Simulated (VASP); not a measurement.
Runs of VASP 6.6.1 on SnTe (zincblende type). The structure is that of space group F-43m (No. 216), or close to it. The cells are those of the table. 

```tsv
cell	gap on the mesh (eV)	pressure (GPa)
a = 4.099 Å, angles 60.0°, 2 atoms	none	(a)
a = 4.794 Å, angles 60.0°, 2 atoms	none	4.2
a = 4.901 Å, angles 60.0°, 2 atoms	none	1.8
a = 4.484 Å, angles 60.0°, 2 atoms	none	16.1
```

Alike in all rows: task single point; level PBEsol; potentials or basis VASP PAW PBE potentials, release 64 (Sn_d, Te); no spin polarisation; k mesh 12 × 12 × 12; cutoff (eV) 520; smearing fermi-dirac 0.1 eV.

**Question.** Estimate the missing entries.

**Answer.** (a) 52.0.

Caveats: the PAW data sets were made with another functional, which shifts forces and pressure a little; spin-orbit coupling is left out, which moves the levels of the heavy elements.

A k mesh can miss the band edges, and the runs leave out spin-orbit coupling on Sn, Te.

A gap of «none» marks levels without a gap at the run's occupations.
